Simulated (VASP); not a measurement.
A run of VASP 6.6.1 is set up as follows.

File INCAR:

```
  ALGO = Normal
  EDIFF = 1E-6
  ENCUT = 520
  GGA = PS
  ISIF = 2
  ISMEAR = -1
  ISPIN = 2
  LASPH = T
  LCHARG = T
  LELF = T
  LMAXMIX = 4
  LORBIT = 11
  LREAL = F
  LVHAR = T
  LWAVE = F
  MAGMOM = 4 2.5
  NBANDS = 22
  NELM = 150
  PREC = Accurate
  SIGMA = 0.1
```

File KPOINTS:

```
k-points
0
Gamma
  10 10 10
```

The input POSCAR:

```
MnCo
1.0
    2.8787431457      0.0000000000      0.0000000000
    0.0000000000      2.8787431457      0.0000000000
    0.0000000000      0.0000000000      2.8787431457
Mn Co
1 1
Direct
    0.0000000000      0.0000000000      0.0000000000
    0.5000000000      0.5000000000      0.5000000000
```

Potentials or basis: VASP PAW PBE potentials, release 64 (Mn_pv, Co).

Launch:

```sh
$ cat potpaw_PBE.64/Mn_pv/POTCAR potpaw_PBE.64/Co/POTCAR > POTCAR
$ mpirun -np 1 vasp_std > vasp.out
```

(1) Predict the net moment.

(2) Predict the site moments.

(3) What does it give for the pressure?

## Answers

(1) 4.06 μB per cell.

(2) Mn +2.85; Co +1.18 μB.

(3) -13.6 GPa.

Caveat: the PAW data sets were made with another functional, which shifts forces and pressure a little.
